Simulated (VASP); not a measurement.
# SiC in VASP: notebook

Runs on SiC. Level: PBE. Tasks: single point.

Everything below comes from runs of VASP 6.6.1. Logs are shortened: lines on timing, memory, paths and dates and some standing lists are left out, and cuts for length are marked.

### Step 1. The cell of the first run

The cell holds a slab with vacuum, 8 atoms: a = 3.092 Å, b = 5.074 Å, c = 19.570 Å, α = 90.00°, β = 90.00°, γ = 90.00°.

### Step 2. Single point, PBE

File INCAR:

```
PREC     = Accurate       # precision mode
ENCUT    = 520            # plane-wave cutoff, eV
EDIFF    = 1E-7           # SCF threshold, eV
ISMEAR   = -1             # smearing method
SIGMA    = 0.02           # smearing width, eV
LREAL    = False          # projectors in reciprocal space
LASPH    = True           # aspherical terms in the spheres
NELM     = 60             # most SCF steps
ALGO     = Normal         # electronic algorithm
ISIF     = 2              # what is computed and relaxed
LWAVE    = False          # write WAVECAR
LCHARG   = True           # write CHGCAR
LDIPOL   = True         
IDIPOL   = 3            
DIPOL    = 0.5 0.5 0.500
GGA      = PE             # functional
LELF     = True           # ELF
LVHAR    = True         
LVACPOTAV= True         
NBANDS   = 26             # bands
```

File KPOINTS:

```
regular mesh
0
Gamma
  8 5 1
```

File POSCAR:

```
SiC
1.0
    3.0919181385      0.0000000000      0.0000000000
    0.0000000000      5.0742764952      0.0000000000
    0.0000000000      0.0000000000     19.5702000000
Si C
4 4
Direct
    0.0000000000      0.5620818710      0.4087837747
    0.5000000000      0.0620818710      0.4543918876
    0.5000000000      0.5620818710      0.5456081124
    0.0000000000      0.0620818710      0.5912162253
    0.0000000000      0.9379181290      0.4087837747
    0.5000000000      0.4379181290      0.4543918876
    0.5000000000      0.9379181290      0.5456081124
    0.0000000000      0.4379181290      0.5912162253
```

Potentials or basis: VASP PAW PBE potentials, release 64 (Si, C).

Launch:

```bash
$ cat potpaw_PBE.64/Si/POTCAR potpaw_PBE.64/C/POTCAR > POTCAR
$ mpirun -np 1 vasp_std > vasp.out
```

OUTCAR:

```text
PREC = Accurate
   ENCUT = 520
   EDIFF = 1E-7
   ISMEAR = -1
   LREAL = False
   LASPH = True
   NELM = 60
   ISIF = 2
   GGA = PE

 ion  position               nearest neighbor table
   1  0.000  0.562  0.409-   6 1.89   6 1.89   5 1.91   3 3.09   3 3.09   2 3.10   2 3.10   2 3.10
                             2 3.10
   2  0.500  0.062  0.454-   7 1.89   5 1.89   5 1.89   6 1.91   4 3.09   4 3.09   3 3.10   3 3.10
                             1 3.10   1 3.10   1 3.10   1 3.10
   3  0.500  0.562  0.546-   6 1.89   8 1.89   8 1.89   7 1.91   1 3.09   1 3.09   2 3.10   2 3.10
                             4 3.10   4 3.10   4 3.10   4 3.10
   4  0.000  0.062  0.591-   7 1.89   7 1.89   8 1.91   2 3.09   2 3.09   3 3.10   3 3.10   3 3.10
                             3 3.10
   5  0.000  0.938  0.409-   2 1.89   2 1.89   1 1.91
   6  0.500  0.438  0.454-   3 1.89   1 1.89   1 1.89   2 1.91
   7  0.500  0.938  0.546-   2 1.89   4 1.89   4 1.89   3 1.91
   8  0.000  0.438  0.591-   3 1.89   3 1.89   4 1.91

  LATTYP: Found a simple orthorhombic cell.
 ALAT       =     3.0919181385
 B/A-ratio  =     1.6411419281
 C/A-ratio  =     6.3294689974

  Lattice vectors:

 A1 = (   3.0919181385,   0.0000000000,   0.0000000000)
 A2 = (   0.0000000000,   5.0742764952,   0.0000000000)
 A3 = (   0.0000000000,   0.0000000000,  19.5702000000)

Analysis of symmetry for initial positions (statically):
=====================================================================
 Subroutine PRICEL returns:
 Original cell was already a primitive cell.

 Routine SETGRP: Setting up the symmetry group for a
 simple orthorhombic supercell.

 Subroutine GETGRP returns: Found  4 space group operations
 (whereof  2 operations were pure point group operations)
 out of a pool of  8 trial point group operations.

The static configuration has the point symmetry C_1h.
 The point group associated with its full space group is C_2v.

Analysis of symmetry for dynamics (positions and initial velocities):
=====================================================================
 Subroutine PRICEL returns:
 Original cell was already a primitive cell.

 Routine SETGRP: Setting up the symmetry group for a
 simple orthorhombic supercell.

 Subroutine GETGRP returns: Found  4 space group operations
 (whereof  2 operations were pure point group operations)
 out of a pool of  8 trial point group operations.

The dynamic configuration has the point symmetry C_1h.
 The point group associated with its full space group is C_2v.

 Subroutine INISYM returns: Found  4 space group operations
 (whereof  2 operations are pure point group operations),
 and found     1 'primitive' translations

----------------------------------------------------------------------------------------

                                     Primitive cell

  volume of cell :     307.0417

  direct lattice vectors                    reciprocal lattice vectors
     3.091918139  0.000000000  0.000000000     0.323423828  0.000000000  0.000000000
     0.000000000  5.074276495  0.000000000     0.000000000  0.197072430  0.000000000
     0.000000000  0.000000000 19.570200000     0.000000000  0.000000000  0.051098098

  length of vectors
     3.091918139  5.074276495 19.570200000     0.323423828  0.197072430  0.051098098

  position of ions in fractional coordinates (direct lattice)
     0.000000000  0.562081871  0.408783775
     0.500000000  0.062081871  0.454391888
     0.500000000  0.562081871  0.545608112
     0.000000000  0.062081871  0.591216225
     0.000000000  0.937918129  0.408783775
     0.500000000  0.437918129  0.454391888
     0.500000000  0.937918129  0.545608112
     0.000000000  0.437918129  0.591216225

  ion indices of the primitive-cell ions
   primitive index   ion index
                 1           1
                 2           2
                 3           3
                 4           4
                 5           5
                 6           6
                 7           7
                 8           8

----------------------------------------------------------------------------------------

 KPOINTS: regular mesh

Automatic generation of k-mesh.
 Grid dimensions read from file:
 generate k-points for:    8    5    1

 Generating k-lattice:

  Cartesian coordinates                     Fractional coordinates (reciprocal lattice)
     0.040427978  0.000000000  0.000000000     0.125000000  0.000000000  0.000000000
     0.000000000  0.039414486  0.000000000     0.000000000  0.200000000  0.000000000
     0.000000000  0.000000000  0.051098098     0.000000000  0.000000000  1.000000000

  Length of vectors
     0.040427978  0.039414486  0.051098098

  Shift w.r.t. Gamma in fractional coordinates (k-lattice)
     0.000000000  0.000000000  0.000000000

 Subroutine IBZKPT returns following result:
 ===========================================

 Found     15 irreducible k-points:

 Following reciprocal coordinates:
            Coordinates               Weight
  0.000000  0.000000  0.000000      1.000000
  0.125000  0.000000  0.000000      2.000000
  0.250000  0.000000  0.000000      2.000000
  0.375000  0.000000  0.000000      2.000000
  0.500000  0.000000  0.000000      1.000000
  0.000000  0.200000  0.000000      2.000000
  0.125000  0.200000  0.000000      4.000000
  0.250000  0.200000  0.000000      4.000000
  0.375000  0.200000  0.000000      4.000000
  0.500000  0.200000  0.000000      2.000000
  0.000000  0.400000  0.000000      2.000000
  0.125000  0.400000  0.000000      4.000000
  0.250000  0.400000  0.000000      4.000000
  0.375000  0.400000  0.000000      4.000000
  0.500000  0.400000  0.000000      2.000000
   k-points           NKPTS =     15   k-points in BZ     NKDIM =     15   number of bands    NBANDS=     26
   number of dos      NEDOS =    301   number of ions     NIONS =      8
   total plane-waves  NPLWV = 144000
   dimension x,y,z NGX =    24 NGY =   40 NGZ =  150
   dimension x,y,z NGXF=    48 NGYF=   80 NGZF=  300
   ions per type =               4   4
   NGX,Y,Z   is equivalent  to a cutoff of  12.90, 13.10, 12.74 a.u.
   NGXF,Y,Z  is equivalent  to a cutoff of  25.81, 26.21, 25.48 a.u.
 SYSTEM =  unknown system
   PREC   = accura    normal or accurate (medium, high low for compatibility)
   ISTART =      0    job   : 0-new  1-cont  2-samecut
   ICHARG =      2    charge: 1-file 2-atom 10-const
   ISPIN  =      1    spin polarized calculation?
   LNONCOLLINEAR =      F non collinear calculations
   LSORBIT =      F    spin-orbit coupling
   LASPH  =      T    aspherical Exc in radial PAW
   ENCUT  =  520.0 eV  38.22 Ry    6.18 a.u.   5.75  9.43 36.39*2*pi/ulx,y,z
   NELM   =     60;   NELMIN=  2; NELMDL= -5     # of ELM steps
   EDIFF  = 0.1E-06   stopping-criterion for ELM
   LREAL  =      F    real-space projection
   EDIFFG = 0.1E-05   stopping-criterion for IOM
   NSW    =      0    number of steps for IOM
   IBRION =     -1    ionic relax: 0-MD 1-quasi-New 2-CG
   NFREE  =      0    steps in history (QN), initial steepest desc. (CG)
   ISIF   =      2    stress and relaxation
   ISYM   =      2    0-nonsym 1-usesym 2-fastsym
   POTIM  = 0.5000    time-step for ionic-motion
   TEBEG  =    0.0;   TEEND  =   0.0 temperature during run
   PSTRESS=    0.0 pullay stress
   NELECT =      32.0000    total number of electrons
   NUPDOWN=      -1.0000    fix difference up-down
   EMIN   =  10.00;   EMAX   =-10.00  energy-range for DOS
   EFERMI =   0.00;   METHOD = LEGACY
   ISMEAR =    -1;   SIGMA  =   0.02  broadening in eV -4-tet -1-fermi 0-gaus
   EFERMI_NEDOS =   21; number of points for ismear=-14 and -15
   IALGO  =     38    algorithm
   IMIX   =      4    mixing-type and parameters
     AMIX     =   0.40;   BMIX     =  1.00
     AMIX_MAG =   1.60;   BMIX_MAG =  1.00
  volume/ion in A,a.u.               =      38.38       259.00
  Fermi-wavevector in a.u.,A,eV,Ry     =   0.770417  1.455876  8.075628  0.593542
  Thomas-Fermi vector in A             =   1.871616
   LORBIT       =      0    0 simple, 1 ext, 2 COOP (PROOUT), +10 PAW based schemes
   GGA     = PE    functional components
   LHFCALC =     F    Hartree Fock is set to
   AEXX    =    0.0000 exact exchange contribution
   IVDW    =     0    specifies the selected vdW correction
   LEPSILON=     F    determine dielectric tensor
   LRPA    =     F    only Hartree local field effects (RPA)
 non-spin polarized calculation
  energy-cutoff  :      520.00
  volume of cell :      307.04
 maximum number of plane-waves:      8314
 NGX is ok and might be reduce to    24
   NGX = 11   NGY = 19   NGZ = 73

 number of electron      31.9999999 magnetization

 dipolmoment           0.000000      0.000000     -0.000000 electrons x Angstroem

 Free energy of the ion-electron system (eV)
  ---------------------------------------------------
  ext. energy  EPLUGINS =         0.00000000
  ---------------------------------------------------
  free energy    TOTEN  =       -54.36721371 eV

  energy without entropy =      -54.36675785  energy(sigma->0) =      -54.36698578

 E-fermi :  -1.1757     XC(G=0):  -4.0277

 val. band max:       -1.2580930349   @ k =   0.1250   0.0000   0.0000
 cond. band min:      -1.0967888916   @ k =   0.5000   0.2000   0.0000
 fundamental gap:      0.1613041433
 Fermi energy:        -1.1756895170

 k-point     1 :       0.0000    0.0000    0.0000
  band No.  band energies     occupation
      1     -16.3718      2.00000
      2     -14.5365      2.00000
      3     -12.7962      2.00000
      4     -11.3979      2.00000
      5      -9.5827      2.00000
      6      -9.1511      2.00000
[... 18 lines left out ...]
     25       4.8662      0.00000
     26       5.2617      0.00000

 k-point     2 :       0.1250    0.0000    0.0000
  band No.  band energies     occupation
      1     -16.1781      2.00000
      2     -14.3487      2.00000
      3     -12.6364      2.00000
      4     -11.3205      2.00000
      5      -9.4133      2.00000
      6      -8.9905      2.00000
[... 18 lines left out ...]
     25       4.7468      0.00000
     26       5.6473      0.00000

 k-point     3 :       0.2500    0.0000    0.0000
  band No.  band energies     occupation
      1     -15.6129      2.00000
      2     -13.8027      2.00000
      3     -12.2010      2.00000
      4     -11.2620      2.00000
      5      -8.9632      2.00000
      6      -8.6044      2.00000
[... 18 lines left out ...]
     25       5.5397      0.00000
     26       5.5708      0.00000

 k-point     4 :       0.3750    0.0000    0.0000
  band No.  band energies     occupation
      1     -14.7562      2.00000
      2     -12.9792      2.00000
      3     -11.7727      2.00000
      4     -11.7248      2.00000
      5      -8.6666      2.00000
      6      -8.2547      2.00000
[... 18 lines left out ...]
     25       5.4975      0.00000
     26       5.9192      0.00000
[... 235 lines left out ...]
      1     -14.9122      2.00000
      2     -14.1493      2.00000
      3     -12.8337      2.00000
      4     -12.2164      2.00000
      5      -8.5412      2.00000
      6      -7.8594      2.00000
[... 18 lines left out ...]
     25       5.2101      0.00000
     26       5.5623      0.00000

 k-point    14 :       0.3750    0.4000    0.0000
  band No.  band energies     occupation
      1     -14.1017      2.00000
      2     -13.4130      2.00000
      3     -12.0818      2.00000
      4     -11.8102      2.00000
      5      -9.2423      2.00000
      6      -8.9019      2.00000
[... 18 lines left out ...]
     25       5.1686      0.00000
     26       5.6789      0.00000

 k-point    15 :       0.5000    0.4000    0.0000
  band No.  band energies     occupation
      1     -13.5268      2.00000
      2     -12.9479      2.00000
      3     -11.9286      2.00000
      4     -11.6306      2.00000
      5      -9.4021      2.00000
      6      -9.1480      2.00000
[... 18 lines left out ...]
     25       5.6642      0.00000
     26       5.7888      0.00000

------------------------ aborting loop because EDIFF is reached ----------------------------------------

  FORCE on cell =-STRESS in cart. coord.  units (eV):
  Direction    XX          YY          ZZ          XY          YZ          ZX
  --------------------------------------------------------------------------------------
  -------------------------------------------------------------------------------------
  Total        0.6867515     -7.7590654     -4.8447598      0.0000000      0.0000000      0.0000000
  in kB        3.5835449    -40.4876545    -25.2804881      0.0000000      0.0000000      0.0000000
  external PRESSURE =     -20.7281992 kB  Pullay stress =       0.0000000 kB

 VOLUME and BASIS-vectors are now :
 -----------------------------------------------------------------------------
  energy-cutoff  :      520.00
  volume of cell :      307.04
      direct lattice vectors                 reciprocal lattice vectors
     3.091918139  0.000000000  0.000000000     0.323423828  0.000000000  0.000000000
     0.000000000  5.074276495  0.000000000     0.000000000  0.197072430  0.000000000
     0.000000000  0.000000000 19.570200000     0.000000000  0.000000000  0.051098098

 POSITION                                       TOTAL-FORCE (eV/Angst)
 -----------------------------------------------------------------------------------
      0.00000      2.85216      7.99998         0.000000      2.313198      1.967620
      1.54596      0.31502      8.89254         0.000000     -0.331692     -2.350171
      1.54596      2.85216     10.67766         0.000000     -0.331692      2.350171
      0.00000      0.31502     11.57022         0.000000      2.313198     -1.967620
      0.00000      4.75926      7.99998         0.000000     -1.369552      1.291341
      1.54596      2.22212      8.89254         0.000000     -0.611954     -1.468781
      1.54596      4.75926     10.67766         0.000000     -0.611954      1.468781
      0.00000      2.22212     11.57022         0.000000     -1.369552     -1.291341
 -----------------------------------------------------------------------------------
    total drift:                                0.000000     -0.000047     -0.000000

  FREE ENERGIE OF THE ION-ELECTRON SYSTEM (eV)
  ---------------------------------------------------
  free  energy   TOTEN  =       -54.3672137137 eV

  energy  without entropy=      -54.3667578483  energy(sigma->0) =      -54.36698578

 vacuum level on the upper side and lower side of the slab         3.693         3.693
```

Run time: 4.3 min. Hardware: 1 thread of Intel Xeon Platinum 8175M at 2.50GHz (Skylake/Cascade Lake), shared host; peak memory 0.41 GiB.

What came out:

```yaml
Free_energy: -54.3672 eV
Largest_force: 3.037 eV/Å
Band_gap_on_the_k_mesh: 0.16 eV (least direct gap 0.36 eV)
```

Forces on the atoms (eV/Å):
```
Si   0.000  2.313  1.968
Si   0.000 -0.332 -2.350
Si   0.000 -0.332  2.350
Si   0.000  2.313 -1.968
C    0.000 -1.370  1.291
C    0.000 -0.612 -1.469
C    0.000 -0.612  1.469
C    0.000 -1.370 -1.291
```

Levels at points of the mesh, in eV from the valence-band top:
```
           k point  band 14  band 15  band 16  band 17  band 18  band 19
(0.00, 0.00, 0.00)    -0.90    -0.19    -0.01     0.35     1.79     3.43
(0.50, 0.00, 0.00)    -2.41    -1.70    -0.82     0.51     1.89     3.43
```

### Step 3. Single point, PBE

File INCAR:

```
SYSTEM = SiC
PREC = Accurate ; ENCUT = 520
EDIFF = 1E-6 ; ISMEAR = -1
SIGMA = 0.02 ; LREAL = .FALSE.
LASPH = .TRUE. ; NELM = 100
ALGO = Normal ; ISIF = 2
LWAVE = .FALSE. ; LCHARG = .TRUE.
LDIPOL = .TRUE. ; IDIPOL = 3
DIPOL = 0.5 0.5 0.500 ; GGA = PE
LELF = .TRUE. ; LVHAR = .TRUE.
LVACPOTAV = .TRUE. ; NBANDS = 26
```

File KPOINTS:

```
Automatic mesh
0
G
  8 5 1
  0 0 0
```

File POSCAR:

```
SiC
1.0
    3.0919181385      0.0000000000      0.0000000000
    0.0000000000      5.0742764952      0.0000000000
    0.0000000000      0.0000000000     19.5702000000
Si C
4 4
Direct
    0.0000000000      0.5856641283      0.4235022034
    0.5000000000      0.0587440860      0.4473240243
    0.5000000000      0.5587589973      0.5526756714
    0.0000000000      0.0856814390      0.5764966986
    0.0000000000      0.9272255522      0.4130448564
    0.5000000000      0.4283349515      0.4512284608
    0.5000000000      0.9283465133      0.5487711343
    0.0000000000      0.4272443323      0.5869569508
```

Potentials or basis: VASP PAW PBE potentials, release 64 (Si, C).

Launch:

```bash
$ cat potpaw_PBE.64/Si/POTCAR potpaw_PBE.64/C/POTCAR > POTCAR
$ mpirun -np 1 vasp_std > vasp.out
```

Wall time 3.2 min (1 thread of Intel Xeon Platinum 8175M at 2.50GHz (Skylake/Cascade Lake), shared host); peak memory 0.42 GiB.

It converged, with:

```yaml
Free_energy: -55.9039 eV
Largest_force: 0.014 eV/Å
Band_gap_on_the_k_mesh: 1.26 eV (least direct gap 2.02 eV)
```

Forces on the atoms (eV/Å):
```
Si   0.000  0.001  0.009
Si   0.000  0.005 -0.003
Si   0.000  0.004  0.004
Si   0.000  0.001 -0.009
C    0.000  0.008  0.004
C    0.000 -0.014  0.000
C    0.000 -0.014  0.000
C    0.000  0.008 -0.004
```

Levels at points of the mesh, in eV from the valence-band top:
```
           k point  band 14  band 15  band 16  band 17  band 18  band 19
(0.00, 0.00, 0.00)    -1.21    -0.99    -0.15     2.10     2.86     3.19
(0.50, 0.00, 0.00)    -1.80    -1.63    -0.70     1.51     3.14     3.98
```
